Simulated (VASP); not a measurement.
# BiB in VASP: notebook

Aim: see how the results for BiB move with the level of theory and the settings. Levels: PBE, r2SCAN. Tasks: single point.

Everything below comes from runs of VASP 6.6.1. Logs are shortened: lines on timing, memory, paths and dates and some standing lists are left out, and cuts for length are marked.

## (1) The cell of the first run

It takes space group F-43m (No. 216, cubic). The conventional cell has a = 5.490 Å, b = 5.490 Å, c = 5.490 Å, α = 90.00°, β = 90.00°, γ = 90.00°. B (site symmetry -43m) has 4 Bi at 2.38 Å within 3.1 Å. Within 3.1 Å of Bi (site symmetry -43m) lie 4 B at 2.38 Å.

## (2) Single point, PBE

Contents of INCAR:

```
PREC = Accurate ; ENCUT = 520
EDIFF = 1E-6 ; ISMEAR = -1
SIGMA = 0.02 ; LREAL = F
LASPH = T ; NELM = 60
ALGO = Normal ; ISIF = 2
LWAVE = F ; LCHARG = F
GGA = PE ; NBANDS = 16
```

Contents of KPOINTS:

```
Automatic mesh
0
Gamma
  8 8 8
```

Contents of POSCAR:

```
BiB
1.0
    0.0000000000      2.7448744634      2.7448744634
    2.7448744634      0.0000000000      2.7448744634
    2.7448744634      2.7448744634      0.0000000000
B Bi
1 1
Direct
    0.0000000000      0.0000000000      0.0000000000
    0.2500000000      0.2500000000      0.2500000000
```

Potentials or basis: VASP PAW PBE potentials, release 64 (B, Bi_d).

Launch:

```console
cat potpaw_PBE.64/B/POTCAR potpaw_PBE.64/Bi_d/POTCAR > POTCAR
mpirun -np 1 vasp_std > vasp.out
```

OUTCAR:

```text
PREC = Accurate
   ENCUT = 520
   EDIFF = 1E-6
   ISMEAR = -1
   LREAL = F
   LASPH = T
   NELM = 60
   ISIF = 2
   GGA = PE

 ion  position               nearest neighbor table
   1  0.000  0.000  0.000-   2 2.38   2 2.38   2 2.38   2 2.38
   2  0.250  0.250  0.250-   1 2.38   1 2.38   1 2.38   1 2.38

  LATTYP: Found a face centered cubic cell.
 ALAT       =     5.4897489268

  Lattice vectors:

 A1 = (   0.0000000000,   2.7448744634,   2.7448744634)
 A2 = (   2.7448744634,   0.0000000000,   2.7448744634)
 A3 = (   2.7448744634,   2.7448744634,   0.0000000000)

Analysis of symmetry for initial positions (statically):
=====================================================================
 Subroutine PRICEL returns:
 Original cell was already a primitive cell.

 Routine SETGRP: Setting up the symmetry group for a
 face centered cubic supercell.

 Subroutine GETGRP returns: Found 24 space group operations
 (whereof 24 operations were pure point group operations)
 out of a pool of 48 trial point group operations.

The static configuration has the point symmetry T_d .

Analysis of symmetry for dynamics (positions and initial velocities):
=====================================================================
 Subroutine PRICEL returns:
 Original cell was already a primitive cell.

 Routine SETGRP: Setting up the symmetry group for a
 face centered cubic supercell.

 Subroutine GETGRP returns: Found 24 space group operations
 (whereof 24 operations were pure point group operations)
 out of a pool of 48 trial point group operations.

The dynamic configuration has the point symmetry T_d .

 Subroutine INISYM returns: Found 24 space group operations
 (whereof 24 operations are pure point group operations),
 and found     1 'primitive' translations

----------------------------------------------------------------------------------------

                                     Primitive cell

  volume of cell :      41.3616

  direct lattice vectors                    reciprocal lattice vectors
     0.000000000  2.744874463  2.744874463    -0.182157693  0.182157693  0.182157693
     2.744874463  0.000000000  2.744874463     0.182157693 -0.182157693  0.182157693
     2.744874463  2.744874463  0.000000000     0.182157693  0.182157693 -0.182157693

  length of vectors
     3.881838693  3.881838693  3.881838693     0.315506379  0.315506379  0.315506379

  position of ions in fractional coordinates (direct lattice)
     0.000000000  0.000000000  0.000000000
     0.250000000  0.250000000  0.250000000

  ion indices of the primitive-cell ions
   primitive index   ion index
                 1           1
                 2           2

----------------------------------------------------------------------------------------

 KPOINTS: Automatic mesh

Automatic generation of k-mesh.
 Grid dimensions read from file:
 generate k-points for:    8    8    8

 Generating k-lattice:

  Cartesian coordinates                     Fractional coordinates (reciprocal lattice)
    -0.022769712  0.022769712  0.022769712     0.125000000  0.000000000  0.000000000
     0.022769712 -0.022769712  0.022769712     0.000000000  0.125000000  0.000000000
     0.022769712  0.022769712 -0.022769712     0.000000000  0.000000000  0.125000000

  Length of vectors
     0.039438297  0.039438297  0.039438297

  Shift w.r.t. Gamma in fractional coordinates (k-lattice)
     0.000000000  0.000000000  0.000000000

 Subroutine IBZKPT returns following result:
 ===========================================

 Found     29 irreducible k-points:

 Following reciprocal coordinates:
            Coordinates               Weight
  0.000000  0.000000  0.000000      1.000000
  0.125000  0.000000  0.000000      8.000000
  0.250000  0.000000  0.000000      8.000000
  0.375000  0.000000  0.000000      8.000000
  0.500000  0.000000  0.000000      4.000000
  0.125000  0.125000  0.000000      6.000000
[... 16 lines left out ...]
  0.500000  0.250000  0.125000     48.000000
 -0.375000  0.250000  0.125000     24.000000
 [... further k-points ...]
   k-points           NKPTS =     29   k-points in BZ     NKDIM =     29   number of bands    NBANDS=     16
   number of dos      NEDOS =    301   number of ions     NIONS =      2
   total plane-waves  NPLWV =  27000
   dimension x,y,z NGX =    30 NGY =   30 NGZ =   30
   dimension x,y,z NGXF=    60 NGYF=   60 NGZF=   60
   ions per type =               1   1
   NGX,Y,Z   is equivalent  to a cutoff of  12.85, 12.85, 12.85 a.u.
   NGXF,Y,Z  is equivalent  to a cutoff of  25.70, 25.70, 25.70 a.u.
 SYSTEM =  unknown system
   PREC   = accura    normal or accurate (medium, high low for compatibility)
   ISTART =      0    job   : 0-new  1-cont  2-samecut
   ICHARG =      2    charge: 1-file 2-atom 10-const
   ISPIN  =      1    spin polarized calculation?
   LNONCOLLINEAR =      F non collinear calculations
   LSORBIT =      F    spin-orbit coupling
   LASPH  =      T    aspherical Exc in radial PAW
   ENCUT  =  520.0 eV  38.22 Ry    6.18 a.u.   7.22  7.22  7.22*2*pi/ulx,y,z
   NELM   =     60;   NELMIN=  2; NELMDL= -5     # of ELM steps
   EDIFF  = 0.1E-05   stopping-criterion for ELM
   LREAL  =      F    real-space projection
   EDIFFG = 0.1E-04   stopping-criterion for IOM
   NSW    =      0    number of steps for IOM
   IBRION =     -1    ionic relax: 0-MD 1-quasi-New 2-CG
   NFREE  =      0    steps in history (QN), initial steepest desc. (CG)
   ISIF   =      2    stress and relaxation
   ISYM   =      2    0-nonsym 1-usesym 2-fastsym
   POTIM  = 0.5000    time-step for ionic-motion
   TEBEG  =    0.0;   TEEND  =   0.0 temperature during run
   PSTRESS=    0.0 pullay stress
   NELECT =      18.0000    total number of electrons
   NUPDOWN=      -1.0000    fix difference up-down
   EMIN   =  10.00;   EMAX   =-10.00  energy-range for DOS
   EFERMI =   0.00;   METHOD = LEGACY
   ISMEAR =    -1;   SIGMA  =   0.02  broadening in eV -4-tet -1-fermi 0-gaus
   EFERMI_NEDOS =   21; number of points for ismear=-14 and -15
   IALGO  =     38    algorithm
   IMIX   =      4    mixing-type and parameters
     AMIX     =   0.40;   BMIX     =  1.00
     AMIX_MAG =   1.60;   BMIX_MAG =  1.00
  volume/ion in A,a.u.               =      20.68       139.56
  Fermi-wavevector in a.u.,A,eV,Ry     =   1.240604  2.344402 20.940704  1.539098
  Thomas-Fermi vector in A             =   2.375038
   LORBIT       =      0    0 simple, 1 ext, 2 COOP (PROOUT), +10 PAW based schemes
   GGA     = PE    functional components
   LHFCALC =     F    Hartree Fock is set to
   AEXX    =    0.0000 exact exchange contribution
   IVDW    =     0    specifies the selected vdW correction
   LEPSILON=     F    determine dielectric tensor
   LRPA    =     F    only Hartree local field effects (RPA)
 non-spin polarized calculation
  energy-cutoff  :      520.00
  volume of cell :       41.36
 maximum number of plane-waves:      1139
 NGX is ok and might be reduce to    30
   NGX = 15   NGY = 15   NGZ = 15

 number of electron      17.9999997 magnetization

 Free energy of the ion-electron system (eV)
  ---------------------------------------------------
  ext. energy  EPLUGINS =         0.00000000
  ---------------------------------------------------
  free energy    TOTEN  =        -8.98961797 eV

  energy without entropy =       -8.98961593  energy(sigma->0) =       -8.98961695

 E-fermi :   7.2827     XC(G=0): -10.0256

 val. band max:        7.1324001340   @ k =   0.0000   0.0000   0.0000
 cond. band min:       7.4112030181   @ k =   0.0000   0.0000   0.0000
 fundamental gap:      0.2788028841
 Fermi energy:         7.2827374557

 k-point     1 :       0.0000    0.0000    0.0000
  band No.  band energies     occupation
      1     -15.9967      2.00000
      2     -15.9967      2.00000
      3     -15.9967      2.00000
      4     -15.9134      2.00000
      5     -15.9134      2.00000
      6      -7.0003      2.00000
[... 8 lines left out ...]
     15      17.6933      0.00000
     16      17.6933      0.00000

 k-point     2 :       0.1250    0.0000    0.0000
  band No.  band energies     occupation
      1     -15.9957      2.00000
      2     -15.9906      2.00000
      3     -15.9906      2.00000
      4     -15.9131      2.00000
      5     -15.9131      2.00000
      6      -6.8007      2.00000
[... 8 lines left out ...]
     15      16.7927      0.00000
     16      16.7927      0.00000

 k-point     3 :       0.2500    0.0000    0.0000
  band No.  band energies     occupation
      1     -15.9936      2.00000
      2     -15.9792      2.00000
      3     -15.9792      2.00000
      4     -15.9090      2.00000
      5     -15.9090      2.00000
      6      -6.2283      2.00000
[... 8 lines left out ...]
     15      16.4976      0.00000
     16      16.4976      0.00000

 k-point     4 :       0.3750    0.0000    0.0000
  band No.  band energies     occupation
      1     -15.9919      2.00000
      2     -15.9732      2.00000
      3     -15.9732      2.00000
      4     -15.8994      2.00000
      5     -15.8994      2.00000
      6      -5.4251      2.00000
[... 8 lines left out ...]
     15      17.3750      0.00000
     16      17.3750      0.00000

 k-point     5 :       0.5000    0.0000    0.0000
  band No.  band energies     occupation
      1     -15.9913      2.00000
      2     -15.9723      2.00000
      3     -15.9723      2.00000
      4     -15.8938      2.00000
      5     -15.8938      2.00000
      6      -4.9397      2.00000
[... 8 lines left out ...]
     15      18.3494      0.00000
     16      18.3494      0.00000

 k-point     6 :       0.1250    0.1250    0.0000
  band No.  band energies     occupation
      1     -16.0027      2.00000
      2     -15.9845      2.00000
      3     -15.9845      2.00000
      4     -15.9180      2.00000
      5     -15.9089      2.00000
      6      -6.7336      2.00000
[... 8 lines left out ...]
     15      15.2946      0.00000
     16      18.3065      0.00000
[... 267 lines left out ...]
 k-point    21 :       0.5000    0.5000    0.0000
  band No.  band energies     occupation
      1     -16.0361      2.00000
      2     -15.9499      2.00000
      3     -15.9115      2.00000
      4     -15.9115      2.00000
      5     -15.8824      2.00000
      6      -4.0123      2.00000
[... 8 lines left out ...]
     15      20.0883      0.00000
     16      20.4083      0.00000

 k-point    22 :       0.3750    0.2500    0.1250
  band No.  band energies     occupation
      1     -16.0044      2.00000
      2     -15.9639      2.00000
      3     -15.9564      2.00000
      4     -15.9231      2.00000
      5     -15.8975      2.00000
      6      -5.7338      2.00000
[... 8 lines left out ...]
     15      17.6838      0.00000
     16      17.9735      0.00000

 k-point    23 :       0.5000    0.2500    0.1250
  band No.  band energies     occupation
      1     -15.9960      2.00000
      2     -15.9648      2.00000
      3     -15.9458      2.00000
      4     -15.9170      2.00000
      5     -15.8953      2.00000
      6      -4.9793      2.00000
[... 8 lines left out ...]
     15      17.9471      0.00000
     16      18.6352      0.00000

 k-point    24 :      -0.3750    0.2500    0.1250
  band No.  band energies     occupation
      1     -15.9901      2.00000
      2     -15.9673      2.00000
      3     -15.9434      2.00000
      4     -15.9105      2.00000
      5     -15.8968      2.00000
      6      -4.5361      2.00000
[... 8 lines left out ...]
     15      17.8743      0.00000
     16      18.6158      0.00000

 [... further k-points ...]
[... 5 lines left out ...]
  --------------------------------------------------------------------------------------
  -------------------------------------------------------------------------------------
  Total        0.3159178      0.3159178      0.3159178     -0.0000000     -0.0000000     -0.0000000
  in kB       12.2373448     12.2373448     12.2373448     -0.0000000     -0.0000000     -0.0000000
  external PRESSURE =      12.2373448 kB  Pullay stress =       0.0000000 kB

 VOLUME and BASIS-vectors are now :
 -----------------------------------------------------------------------------
  energy-cutoff  :      520.00
  volume of cell :       41.36
      direct lattice vectors                 reciprocal lattice vectors
     0.000000000  2.744874463  2.744874463    -0.182157693  0.182157693  0.182157693
     2.744874463  0.000000000  2.744874463     0.182157693 -0.182157693  0.182157693
     2.744874463  2.744874463  0.000000000     0.182157693  0.182157693 -0.182157693

 POSITION                                       TOTAL-FORCE (eV/Angst)
 -----------------------------------------------------------------------------------
      0.00000      0.00000      0.00000         0.000000      0.000000      0.000000
      1.37244      1.37244      1.37244        -0.000000     -0.000000     -0.000000
 -----------------------------------------------------------------------------------
    total drift:                                0.000000      0.000000      0.000000

  FREE ENERGIE OF THE ION-ELECTRON SYSTEM (eV)
  ---------------------------------------------------
  free  energy   TOTEN  =        -8.9896179687 eV

  energy  without entropy=       -8.9896159328  energy(sigma->0) =       -8.98961695
```

It took 21 s on 1 thread of Intel Xeon Platinum 8375C at 2.90GHz (Ice Lake), shared host; peak memory 0.17 GiB.

What came out:

| Item | Value |
| --- | --- |
| Free energy | -8.9896 eV |
| Pressure | 1.2 GPa |
| Band gap on the k mesh | 0.28 eV, direct |

Caveat: spin-orbit coupling is left out, which moves the levels of the heavy elements. A k mesh can miss the band edges.

## (3) Single point, r2SCAN (strain -1.0%)

Contents of POSCAR:

```
BiB
1.0
    0.0000000000      2.7174257187      2.7174257187
    2.7174257187      0.0000000000      2.7174257187
    2.7174257187      2.7174257187      0.0000000000
B Bi
1 1
Direct
    0.0000000000      0.0000000000      0.0000000000
    0.2500000000      0.2500000000      0.2500000000
```

Contents of INCAR.step1:

```
  PREC = Accurate
  ENCUT = 520
  ISMEAR = 0
  SIGMA = 0.01
  LREAL = False
  LASPH = True
  NELM = 100
  NBANDS = 16
  GGA = PE
  ALGO = Normal
  EDIFF = 1E-4
  LWAVE = True
  LCHARG = False
```

Contents of INCAR.step2:

```
  PREC = Accurate
  ENCUT = 520
  EDIFF = 1E-7
  ISMEAR = 0
  SIGMA = 0.01
  LREAL = False
  LASPH = True
  NELM = 100
  ALGO = Normal
  ISIF = 2
  LWAVE = False
  LCHARG = True
  METAGGA = R2SCAN
  LMIXTAU = True
  LELF = True
  LVHAR = True
  NBANDS = 16
  ISTART = 1
```

Contents of KPOINTS:

```
regular mesh
0
Gamma
  8 8 8
```

Potentials or basis: VASP PAW PBE potentials, release 64 (B, Bi_d).

Launch:

```console
cat potpaw_PBE.64/B/POTCAR potpaw_PBE.64/Bi_d/POTCAR > POTCAR
cp INCAR.step1 INCAR
mpirun -np 1 vasp_std > vasp.out
cp INCAR.step2 INCAR
mpirun -np 1 vasp_std > vasp.out
```

Wall time 92 s (1 thread of Intel Xeon Platinum 8375C at 2.90GHz (Ice Lake), shared host); peak memory 0.18 GiB.

Results (log left out):

* Free energy: -64.2985 eV
* Pressure: 2.5 GPa
* Band gap on the k mesh: 0.63 eV, direct

Levels at points of the mesh, in eV from the valence-band top:
```
           k point  band 5  band 6  band 7  band 8  band 9  band 10  band 11  band 12  band 13  band 14
(0.00, 0.00, 0.00)  -23.83  -15.09    0.00    0.00    0.00     0.63     2.97     2.97     2.97     6.87
(0.50, 0.00, 0.00)  -23.81  -12.78   -8.33   -1.78   -1.78     0.64     4.46     4.46     6.52     9.15
(0.50, 0.50, 0.00)  -23.79  -11.70   -8.52   -3.81   -3.81     1.00     1.13     9.15     9.50     9.50
```

Caveat: the cell differs from its parent crystal (strain -1.0%); the PAW data sets were made with another functional, which shifts forces and pressure a little; spin-orbit coupling is left out, which moves the levels of the heavy elements. A k mesh can miss the band edges.

## (4) Single point, PBE (uniaxial x strain -1.5%)

Contents of INCAR:

```
SYSTEM = BiB
PREC = Accurate
ENCUT = 520
EDIFF = 1E-7
ISMEAR = -1
SIGMA = 0.02
LREAL = .False.
LASPH = .True.
NELM = 100
ALGO = Normal
ISIF = 2
LWAVE = .False.
LCHARG = .False.
GGA = PE
NBANDS = 16
```

Contents of KPOINTS:

```
regular mesh
0
Gamma
  8 8 8
  0 0 0
```

Contents of POSCAR:

```
BiB
1.0
    0.0000000000      2.7448744634      2.7448744634
    2.7037013464      0.0000000000      2.7448744634
    2.7037013464      2.7448744634      0.0000000000
B Bi
1 1
Direct
    0.0000000000      0.0000000000      0.0000000000
    0.2500000000      0.2500000000      0.2500000000
```

Launch:

```console
cat potpaw_PBE.64/B/POTCAR potpaw_PBE.64/Bi_d/POTCAR > POTCAR
mpirun -np 1 vasp_std > vasp.out
```

Wall time 38 s (1 thread of Intel Xeon Platinum 8375C at 2.90GHz (Ice Lake), shared host); peak memory 0.18 GiB.

Results (log left out):

| Property | Result |
| --- | --- |
| Free energy | -8.9804 eV |
| Pressure | 2.5 GPa |
| Band gap on the k mesh | 0.31 eV, direct |

Stress tensor (GPa, compression positive):
```
3.40 0.00 0.00
0.00 2.02 0.00
0.00 0.00 2.02
```

Levels at points of the mesh, in eV from the valence-band top:
```tsv
k point	band 5	band 6	band 7	band 8	band 9	band 10	band 11	band 12	band 13	band 14
(0.00, 0.00, 0.00)	-23.15	-14.33	-0.12	-0.12	0.00	0.31	2.70	2.78	2.78	6.20
(0.50, 0.00, 0.00)	-23.13	-12.22	-7.85	-1.78	-1.64	0.38	4.07	4.17	5.94	8.40
(0.50, 0.50, 0.00)	-23.12	-11.30	-8.00	-3.57	-3.55	0.84	0.93	8.29	8.58	8.77
(0.00, 0.50, 0.50)	-23.12	-11.22	-7.92	-3.67	-3.67	0.70	0.80	8.43	8.69	8.69
```

Caveat: the cell differs from its parent crystal (uniaxial x strain -1.5%); spin-orbit coupling is left out, which moves the levels of the heavy elements. A k mesh can miss the band edges.

## (5) Overview

```csv
level,cell,smearing,gap on the mesh (eV),pressure (GPa)
PBE,"a = 3.882 Å, angles 60.0°, 2 atoms",fermi-dirac 0.02 eV,0.28,1.2
r2SCAN,"a = 3.843 Å, angles 60.0°, 2 atoms",gaussian 0.01 eV,0.63,2.5
PBE,"a = 3.882, b = 3.853, c = 3.853 Å, angles 60.5, 59.8, 59.8°, 2 atoms",fermi-dirac 0.02 eV,0.31,2.5
```

Alike in all rows: task single point; potentials or basis VASP PAW PBE potentials, release 64 (B, Bi_d); no spin polarisation; k mesh 8 × 8 × 8; cutoff (eV) 520.

Caveats: spin-orbit coupling is left out, which moves the levels of the heavy elements; the PAW data sets were made with another functional, which shifts forces and pressure a little (some runs).

Absolute energies hang on the potentials; compare differences alone.
